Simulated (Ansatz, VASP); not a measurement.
One calculation of CsPbBr3, two programs

Contents of INCAR:

```
PREC     = Accurate       # precision mode
ENCUT    = 520            # plane-wave cutoff, eV
EDIFF    = 1E-7           # SCF threshold, eV
ISMEAR   = 0              # smearing method
SIGMA    = 0.05           # smearing width, eV
LREAL    = False          # projectors in reciprocal space
LASPH    = True           # aspherical terms in the spheres
NELM     = 100            # most SCF steps
ALGO     = Normal         # electronic algorithm
ISIF     = 2              # what is computed and relaxed
LWAVE    = False          # write WAVECAR
LCHARG   = True           # write CHGCAR
GGA      = PS             # functional
LELF     = True           # ELF
LVHAR    = True         
NBANDS   = 30             # bands
```

Contents of KPOINTS:

```
regular mesh
0
Gamma
  6 6 6
```

Contents of POSCAR:

```
CsPbBr3
1.0
    5.8921402555      0.3682587660      0.3682587660
    0.3682587660      5.8921402555      0.3682587660
    0.3682587660      0.3682587660      5.8921402555
Cs Pb Br
1 1 3
Direct
    0.0000000000      0.0000000000      0.0000000000
    0.5000000000      0.5000000000      0.5000000000
    0.0000000000      0.5000000000      0.5000000000
    0.5000000000      0.0000000000      0.5000000000
    0.5000000000      0.5000000000      0.0000000000
```

Input for Ansatz:

```yaml
crystal:
  lattice:
    - [5.8921402555, 0.368258766, 0.368258766]
    - [0.368258766, 5.8921402555, 0.368258766]
    - [0.368258766, 0.368258766, 5.8921402555]
  atoms:
    - { symbol: Cs, position: [0.0, 0.0, 0.0] }
    - { symbol: Pb, position: [0.5, 0.5, 0.5] }
    - { symbol: Br, position: [0.0, 0.5, 0.5] }
    - { symbol: Br, position: [0.5, 0.0, 0.5] }
    - { symbol: Br, position: [0.5, 0.5, 0.0] }
basis:
  ecutwfc: 420
kpoints:
  mp_grid: { grid: [6, 6, 6] }
hamiltonian:
  xc: pbesol
scf:
  occupations: { method: gaussian, width: 0.05 }
output:
  forces: true
  stress: true
  eigenvalues: true
```

Alike in both runs: task single point; functional PBEsol; k mesh 6 × 6 × 6; occupations gaussian, width 0.05 eV; no spin polarisation.

|  | VASP | Ansatz |
| --- | --- | --- |
| version | VASP 6.6.1 | Ansatz 0.2.0 |
| potentials or method | VASP PAW PBE potentials, release 64 (Cs_sv, Pb_d, Br), cutoff 520 eV | scalar-relativistic, plane waves, PAW |
| valence electrons in the cell | 44 | 44 |

|  | VASP | Ansatz | Ansatz less VASP |
| --- | --- | --- | --- |
| gap on the k mesh at the Fermi level (eV) | 1.37 | 1.37 | -0.001 |
| least direct gap on the mesh (eV) | 1.37 | 1.37 | -0.001 |
| pressure (GPa) | -0.1 | -0.1 | 0.00 |
| traceless stress, the component that is largest in VASP (GPa) | -0.54 | -0.54 | +0.004 |

VASP's potentials were made for PBE, not for PBEsol.

Neither program's run includes spin-orbit coupling.
